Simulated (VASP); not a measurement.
Crystal: NaCl.

```
CELL_PARAMETERS angstrom
0.00000 2.86285 2.86285
2.86285 0.00000 2.86285
2.86285 2.86285 0.00000
ATOMIC_POSITIONS crystal
Na 0.00000 0.00000 0.00000
Cl 0.25000 0.25000 0.25000
```

| Item | Value |
| --- | --- |
| Program | VASP 6.6.1 |
| Task | relaxation of cell and atoms |
| Functional | PBE |
| Potentials or basis | VASP PAW PBE potentials, release 64 (Na_pv, Cl) |
| Cutoff | 600 eV |
| k mesh | 8 × 8 × 8 |
| Occupations | fermi-dirac, width 0.02 eV |
| Spin | no spin polarisation |

At the start: pressure 8.2 GPa; volume 23.46 Å³/atom.

How do energy, volume and symmetry change on relaxing?

Over 6 steps the energy falls by 141.5 meV/atom and the volume is 30.56 Å³/atom (+30.2 %); space group F-43m (No. 216, to 0.1 Å) before and after.

The path:
| step | energy change (eV) | largest force (eV/Å) | pressure (GPa) | volume (Å³) |
| --- | --- | --- | --- | --- |
| 1 | 0.0000 | 0.0000 | 8.15 | 46.93 |
| 2 | -0.2509 | 0.0000 | 2.03 | 55.51 |
| 3 | -0.2805 | 0.0000 | 0.52 | 59.38 |
| 4 | -0.2831 | 0.0000 | 0.06 | 60.88 |
| 5 | -0.2831 | 0.0000 | -0.03 | 61.18 |
| 6 | -0.2831 | 0.0000 | 0.00 | 61.12 |

Final structure:
```
Na Cl
1.0
     0.00000    3.12646    3.12646
     3.12646    0.00000    3.12646
     3.12646    3.12646    0.00000
Na Cl
1 1
Direct
  0.00000 0.00000 0.00000
  0.25000 0.25000 0.25000
```

Caveat: the volume moved by over 15 % at a fixed basis, so the end points are rough; the structure was generated, so it needn't be the stable form of NaCl.
